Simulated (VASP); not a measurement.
CdSe, 4 atoms in the cell. Symmetry: P6_3mc, No. 186, hexagonal system. The conventional cell has a = 4.301 Å, b = 4.301 Å, c = 6.987 Å, α = 90.00°, β = 90.00°, γ = 120.00°. Cd (site symmetry 3m) has 4 Se at 2.63 Å within 3.5 Å. Se (site symmetry 3m) has 4 Cd at 2.63 Å within 3.5 Å.  This cell differs from its parent crystal: z stretched by -0.5 %, x and y held.

| Item | Value |
| --- | --- |
| Program | VASP 6.6.1 |
| Task | single point |
| Functional | PBEsol |
| Potentials or basis | VASP PAW PBE potentials, release 64 (Cd, Se) |
| Cutoff | 520 eV |
| k mesh | 6 × 6 × 4 |
| Occupations | gaussian, width 0.01 eV |
| Spin | no spin polarisation |
| Dipole correction | no |
| Further INCAR settings | ALGO = Normal; EDIFF = 1e-06; NBANDS = 26 |

Potentials or basis: VASP PAW PBE potentials, release 64 (Cd, Se).

Command:

```bash
$ cat potpaw_PBE.64/Cd/POTCAR potpaw_PBE.64/Se/POTCAR > POTCAR
$ mpirun -np 1 vasp_std > vasp.out
```

Hardware: 1 thread of Intel(R) Xeon(R) Platinum 8488C (Sapphire Rapids) (shared host).

**Question.** How long does it take, and how much memory?

**Answer.** It took 42 s on 1 thread of Intel(R) Xeon(R) Platinum 8488C (Sapphire Rapids), with other jobs on the host, peak memory 0.24 GiB. Counts: scf iterations 15, k points 21.
